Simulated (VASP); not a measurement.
# Na2Pt3S4 (Fmmm) in VASP: further runs

Na2Pt3S4 is run at these levels: PBE; tasks: single point.

Everything below comes from runs of VASP 6.6.1. Logs are shortened: lines on timing, memory, paths and dates and some standing lists are left out, and cuts for length are marked.

## (1) The cell of the first run

The structure is orthorhombic, space group Fmmm (No. 69). The conventional cell has a = 5.963 Å, b = 10.115 Å, c = 12.410 Å, α = 90.00°, β = 90.00°, γ = 90.00°. Na (site symmetry mm2) has 8 S at 3.26 to 3.47 Å and 7 Pt at 3.52 to 4.26 Å and 3 Na at 3.77 to 3.90 Å within 4.3 Å. Within 3.0 Å of Pt (site symmetry mmm) lie 4 S at 2.27 Å and 4 Pt at 2.94 Å. Pt (site symmetry 2/m) has 4 S at 2.26 Å and 4 Pt at 2.94 to 2.98 Å within 3.0 Å. S (site symmetry m) has 3 Pt at 2.26 to 2.27 Å and 1 S at 2.98 Å within 3.0 Å.

## (2) Single point, PBE

File INCAR:

```
PREC = Accurate
ENCUT = 520
EDIFF = 1E-6
ISMEAR = -1
SIGMA = 0.1
LREAL = F
LASPH = T
NELM = 100
ALGO = Normal
ISIF = 2
LWAVE = F
LCHARG = F
GGA = PE
NBANDS = 44
```

File KPOINTS:

```
Automatic mesh
0
Gamma
  4 4 4
```

File POSCAR:

```
Na2Pt3S4
1.0
   -2.9812600000      5.0574120000      0.0000000000
    2.9812600000      0.0000000000      6.2051270000
    2.9812600000      5.0574120000      0.0000000000
Na Pt S
2 3 4
Direct
    0.3430000000      0.6860000000      0.6570000000
    0.6570000000      0.3140000000      0.3430000000
    0.0000000000      0.0000000000      0.0000000000
    0.0000000000      0.0000000000      0.5000000000
    0.5000000000      0.0000000000      0.0000000000
    0.2900000000      0.2400000000      0.0500000000
    0.9500000000      0.2400000000      0.7100000000
    0.7100000000      0.7600000000      0.9500000000
    0.0500000000      0.7600000000      0.2900000000
```

Potentials or basis: VASP PAW PBE potentials, release 64 (Na_pv, Pt, S).

Launch:

```console
$ cat potpaw_PBE.64/Na_pv/POTCAR potpaw_PBE.64/Pt/POTCAR potpaw_PBE.64/S/POTCAR > POTCAR
$ mpirun -np 1 vasp_std > vasp.out
```

OUTCAR:

```text
PREC = Accurate
   ENCUT = 520
   EDIFF = 1E-6
   ISMEAR = -1
   LREAL = F
   LASPH = T
   NELM = 100
   ISIF = 2
   GGA = PE

 ion  position               nearest neighbor table
   1  0.343  0.686  0.657-
   2  0.657  0.314  0.343-
   3  0.000  0.000  0.000-   6 2.27   7 2.27   8 2.27   9 2.27   4 2.94   5 2.94   4 2.94   5 2.94

   4  0.000  0.000  0.500-   6 2.26   7 2.26   8 2.26   9 2.26   3 2.94   3 2.94   5 2.98   5 2.98

   5  0.500  0.000  0.000-   6 2.26   7 2.26   8 2.26   9 2.26   3 2.94   3 2.94   4 2.98   4 2.98

   6  0.290  0.240  0.050-   4 2.26   5 2.26   3 2.27
   7  0.950  0.240  0.710-   4 2.26   5 2.26   3 2.27
   8  0.710  0.760  0.950-   4 2.26   5 2.26   3 2.27
   9  0.050  0.760  0.290-   4 2.26   5 2.26   3 2.27

  LATTYP: Found a face centered orthorhombic cell.
 ALAT       =     5.9625200000
 B/A-ratio  =     1.6964008506
 C/A-ratio  =     2.0813773371

  Lattice vectors:

 A1 = (   0.0000000000,   5.0574120000,   6.2051270000)
 A2 = (   2.9812600000,   0.0000000000,   6.2051270000)
 A3 = (   2.9812600000,   5.0574120000,   0.0000000000)

Analysis of symmetry for initial positions (statically):
=====================================================================
 Subroutine PRICEL returns:
 Original cell was already a primitive cell.

 Routine SETGRP: Setting up the symmetry group for a
 face centered orthorhombic supercell.

 Subroutine GETGRP returns: Found  8 space group operations
 (whereof  8 operations were pure point group operations)
 out of a pool of  8 trial point group operations.

The static configuration has the point symmetry D_2h.

Analysis of symmetry for dynamics (positions and initial velocities):
=====================================================================
 Subroutine PRICEL returns:
 Original cell was already a primitive cell.

 Routine SETGRP: Setting up the symmetry group for a
 face centered orthorhombic supercell.

 Subroutine GETGRP returns: Found  8 space group operations
 (whereof  8 operations were pure point group operations)
 out of a pool of  8 trial point group operations.

The dynamic configuration has the point symmetry D_2h.

 Subroutine INISYM returns: Found  8 space group operations
 (whereof  8 operations are pure point group operations),
 and found     1 'primitive' translations

----------------------------------------------------------------------------------------

                                     Primitive cell

  volume of cell :     187.1151

  direct lattice vectors                    reciprocal lattice vectors
    -2.981260000  5.057412000  0.000000000    -0.167714322  0.098864795  0.080578528
     2.981260000  0.000000000  6.205127000     0.000000000  0.000000000  0.161157056
     2.981260000  5.057412000  0.000000000     0.167714322  0.098864795 -0.080578528

  length of vectors
     5.870717786  6.884149350  5.870717786     0.210701781  0.161157056  0.210701781

  position of ions in fractional coordinates (direct lattice)
     0.343000000  0.686000000  0.657000000
     0.657000000  0.314000000  0.343000000
     0.000000000  0.000000000  0.000000000
     0.000000000  0.000000000  0.500000000
     0.500000000  0.000000000  0.000000000
     0.290000000  0.240000000  0.050000000
     0.950000000  0.240000000  0.710000000
     0.710000000  0.760000000  0.950000000
     0.050000000  0.760000000  0.290000000

  ion indices of the primitive-cell ions
   primitive index   ion index
                 1           1
                 2           2
                 3           3
                 4           4
                 5           5
                 6           6
                 7           7
                 8           8
                 9           9

----------------------------------------------------------------------------------------

 KPOINTS: Automatic mesh

Automatic generation of k-mesh.
 Grid dimensions read from file:
 generate k-points for:    4    4    4

 Generating k-lattice:

  Cartesian coordinates                     Fractional coordinates (reciprocal lattice)
    -0.041928581  0.024716199  0.020144632     0.250000000  0.000000000  0.000000000
     0.000000000  0.000000000  0.040289264     0.000000000  0.250000000  0.000000000
     0.041928581  0.024716199 -0.020144632     0.000000000 -0.000000000  0.250000000

  Length of vectors
     0.052675445  0.040289264  0.052675445

  Shift w.r.t. Gamma in fractional coordinates (k-lattice)
     0.000000000  0.000000000  0.000000000

 Subroutine IBZKPT returns following result:
 ===========================================

 Found     18 irreducible k-points:

 Following reciprocal coordinates:
            Coordinates               Weight
  0.000000  0.000000  0.000000      1.000000
  0.250000  0.000000  0.000000      8.000000
  0.500000  0.000000  0.000000      4.000000
  0.000000  0.250000  0.000000      2.000000
  0.250000  0.250000  0.000000      8.000000
  0.500000  0.250000  0.000000      4.000000
[... 10 lines left out ...]
  0.500000  0.250000  0.500000      2.000000
  0.500000  0.500000  0.500000      1.000000
   k-points           NKPTS =     18   k-points in BZ     NKDIM =     18   number of bands    NBANDS=     44
   number of dos      NEDOS =    301   number of ions     NIONS =      9
   total plane-waves  NPLWV = 124416
   dimension x,y,z NGX =    48 NGY =   54 NGZ =   48
   dimension x,y,z NGXF=    96 NGYF=  108 NGZF=   96
   ions per type =               2   3   4
   NGX,Y,Z   is equivalent  to a cutoff of  13.59, 13.04, 13.59 a.u.
   NGXF,Y,Z  is equivalent  to a cutoff of  27.19, 26.08, 27.19 a.u.
 SYSTEM =  unknown system
   PREC   = accura    normal or accurate (medium, high low for compatibility)
   ISTART =      0    job   : 0-new  1-cont  2-samecut
   ICHARG =      2    charge: 1-file 2-atom 10-const
   ISPIN  =      1    spin polarized calculation?
   LNONCOLLINEAR =      F non collinear calculations
   LSORBIT =      F    spin-orbit coupling
   LASPH  =      T    aspherical Exc in radial PAW
   ENCUT  =  520.0 eV  38.22 Ry    6.18 a.u.  10.92 12.80 10.92*2*pi/ulx,y,z
   NELM   =    100;   NELMIN=  2; NELMDL= -5     # of ELM steps
   EDIFF  = 0.1E-05   stopping-criterion for ELM
   LREAL  =      F    real-space projection
   EDIFFG = 0.1E-04   stopping-criterion for IOM
   NSW    =      0    number of steps for IOM
   IBRION =     -1    ionic relax: 0-MD 1-quasi-New 2-CG
   NFREE  =      0    steps in history (QN), initial steepest desc. (CG)
   ISIF   =      2    stress and relaxation
   ISYM   =      2    0-nonsym 1-usesym 2-fastsym
   POTIM  = 0.5000    time-step for ionic-motion
   TEBEG  =    0.0;   TEEND  =   0.0 temperature during run
   PSTRESS=    0.0 pullay stress
   NELECT =      68.0000    total number of electrons
   NUPDOWN=      -1.0000    fix difference up-down
   EMIN   =  10.00;   EMAX   =-10.00  energy-range for DOS
   EFERMI =   0.00;   METHOD = LEGACY
   ISMEAR =    -1;   SIGMA  =   0.10  broadening in eV -4-tet -1-fermi 0-gaus
   EFERMI_NEDOS =   21; number of points for ismear=-14 and -15
   IALGO  =     38    algorithm
   IMIX   =      4    mixing-type and parameters
     AMIX     =   0.40;   BMIX     =  1.00
     AMIX_MAG =   1.60;   BMIX_MAG =  1.00
  volume/ion in A,a.u.               =      20.79       140.30
  Fermi-wavevector in a.u.,A,eV,Ry     =   1.168265  2.207701 18.569831  1.364844
  Thomas-Fermi vector in A             =   2.304754
   LORBIT       =      0    0 simple, 1 ext, 2 COOP (PROOUT), +10 PAW based schemes
   GGA     = PE    functional components
   LHFCALC =     F    Hartree Fock is set to
   AEXX    =    0.0000 exact exchange contribution
   IVDW    =     0    specifies the selected vdW correction
   LEPSILON=     F    determine dielectric tensor
   LRPA    =     F    only Hartree local field effects (RPA)
 non-spin polarized calculation
  energy-cutoff  :      520.00
  volume of cell :      187.12
 maximum number of plane-waves:      5076
 NGX is ok and might be reduce to    48
   NGX = 21   NGY = 25   NGZ = 21

 number of electron      67.9999999 magnetization

 Free energy of the ion-electron system (eV)
  ---------------------------------------------------
  ext. energy  EPLUGINS =         0.00000000
  ---------------------------------------------------
  free energy    TOTEN  =       -41.36341224 eV

  energy without entropy =      -41.35838180  energy(sigma->0) =      -41.36089702

 E-fermi :   5.7281     XC(G=0):  -9.4175

 val. band max:        5.3293485781   @ k =   0.0000   0.5000   0.0000
 cond. band min:       6.0917011407   @ k =  -0.2500  -0.2500   0.2500
 fundamental gap:      0.7623525626
 Fermi energy:         5.7280780277

 k-point     1 :       0.0000    0.0000    0.0000
  band No.  band energies     occupation
      1     -19.8070      2.00000
      2     -19.7984      2.00000
      3     -19.7904      2.00000
      4     -19.7801      2.00000
      5     -19.7748      2.00000
      6     -19.7729      2.00000
[... 36 lines left out ...]
     43      10.7773      0.00000
     44      10.9054      0.00000

 k-point     2 :       0.2500    0.0000    0.0000
  band No.  band energies     occupation
      1     -19.8062      2.00000
      2     -19.8005      2.00000
      3     -19.7885      2.00000
      4     -19.7807      2.00000
      5     -19.7746      2.00000
      6     -19.7732      2.00000
[... 36 lines left out ...]
     43       9.8103      0.00000
     44      10.5792      0.00000

 k-point     3 :       0.5000    0.0000    0.0000
  band No.  band energies     occupation
      1     -19.8040      2.00000
      2     -19.8037      2.00000
      3     -19.7868      2.00000
      4     -19.7816      2.00000
      5     -19.7742      2.00000
      6     -19.7736      2.00000
[... 694 lines left out ...]
     43      10.5588      0.00000
     44      11.3001      0.00000

 k-point    18 :       0.5000    0.5000    0.5000
  band No.  band energies     occupation
      1     -19.8076      2.00000
      2     -19.7979      2.00000
      3     -19.7855      2.00000
      4     -19.7849      2.00000
      5     -19.7747      2.00000
      6     -19.7735      2.00000
[... 36 lines left out ...]
     43      11.2201      0.00000
     44      11.3156      0.00000

------------------------ aborting loop because EDIFF is reached ----------------------------------------

  FORCE on cell =-STRESS in cart. coord.  units (eV):
  Direction    XX          YY          ZZ          XY          YZ          ZX
  --------------------------------------------------------------------------------------
  -------------------------------------------------------------------------------------
  Total       18.4685790     15.3835955     14.4001722      0.0000000      0.0000000      0.0000000
  in kB      158.1376230    131.7223826    123.3017984      0.0000000      0.0000000      0.0000000
  external PRESSURE =     137.7206013 kB  Pullay stress =       0.0000000 kB

 VOLUME and BASIS-vectors are now :
 -----------------------------------------------------------------------------
  energy-cutoff  :      520.00
  volume of cell :      187.12
      direct lattice vectors                 reciprocal lattice vectors
    -2.981260000  5.057412000  0.000000000    -0.167714322  0.098864795  0.080578528
     2.981260000  0.000000000  6.205127000     0.000000000  0.000000000  0.161157056
     2.981260000  5.057412000  0.000000000     0.167714322  0.098864795 -0.080578528

 POSITION                                       TOTAL-FORCE (eV/Angst)
 -----------------------------------------------------------------------------------
      2.98126      5.05741      4.25672         0.000000      0.000000      0.188804
      0.00000      5.05741      1.94841        -0.000000      0.000000     -0.188804
      0.00000      0.00000      0.00000         0.000000      0.000000      0.000000
      1.49063      2.52871      0.00000        -0.000000      0.000000      0.000000
     -1.49063      2.52871      0.00000         0.000000      0.000000      0.000000
      0.00000      1.71952      1.48923         0.000000     -0.372588      2.716512
      0.00000      8.39530      1.48923         0.000000      0.372588      2.716512
      2.98126      8.39530      4.71590        -0.000000      0.372588     -2.716512
      2.98126      1.71952      4.71590        -0.000000     -0.372588     -2.716512
 -----------------------------------------------------------------------------------
    total drift:                                0.000000      0.000000     -0.000000

  FREE ENERGIE OF THE ION-ELECTRON SYSTEM (eV)
  ---------------------------------------------------
  free  energy   TOTEN  =       -41.3634122396 eV

  energy  without entropy=      -41.3583817994  energy(sigma->0) =      -41.36089702
```

Wall time 2.2 min (1 thread of Intel Xeon 6975P-C (Granite Rapids), shared host); peak memory 0.4 GiB.

What came out:

```
Free energy            : -41.3634 eV
Pressure               : 13.8 GPa
Largest force          : 2.742 eV/Å
Band gap on the k mesh : 0.76 eV, indirect (least direct gap 0.96 eV)
```

Forces in eV/Å, atoms in the order of the input:
```
Na   0.000  0.000  0.189
Na   0.000  0.000 -0.189
Pt   0.000  0.000  0.000
Pt   0.000  0.000  0.000
Pt   0.000  0.000  0.000
S    0.000 -0.373  2.717
S    0.000  0.373  2.717
S    0.000  0.373 -2.717
S    0.000 -0.373 -2.717
```

Caveat: spin-orbit coupling is left out, which moves the levels of the heavy elements; forces of over 1 eV/Å act on the atoms, so gaps and moduli don't describe the material at rest.

(Part 1 of 2 ends here.)
